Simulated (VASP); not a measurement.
Input of a VASP 6.6.1 run:

INCAR

```
SYSTEM = AlFe
ALGO = Normal ; EDIFF = 1E-6
ENCUT = 520 ; GGA = PS
ISIF = 2 ; ISMEAR = -1
ISPIN = 2 ; LASPH = .True.
LCHARG = .True. ; LELF = .True.
LMAXMIX = 4 ; LORBIT = 11
LREAL = .False. ; LVHAR = .True.
LWAVE = .False. ; MAGMOM = 0 0
NBANDS = 16 ; NELM = 150
NUPDOWN = 0.0 ; PREC = Accurate
SIGMA = 0.05
```

Contents of KPOINTS:

```
k-points
0
Gamma
  8 8 8
  0 0 0
```

File POSCAR:

```
AlFe
1.0
    2.9100000000      0.0000000000      0.0000000000
    0.0000000000      2.9100000000      0.0000000000
    0.0000000000      0.0000000000      2.9100000000
Fe Al
1 1
Direct
    0.5000000000      0.5000000000      0.5000000000
    0.0000000000      0.0000000000      0.0000000000
```

Potentials or basis: VASP PAW PBE potentials, release 64 (Fe, Al).

The run is started by

```bash
$ cat potpaw_PBE.64/Fe/POTCAR potpaw_PBE.64/Al/POTCAR > POTCAR
$ mpirun -np 1 vasp_std > vasp.out
```

Task: Predict the pressure.

Result: -11.7 GPa.

Caveat: the cell stands under tension; the PAW data sets were made with another functional, which shifts forces and pressure a little; the total moment is fixed, so each spin has its own Fermi level.
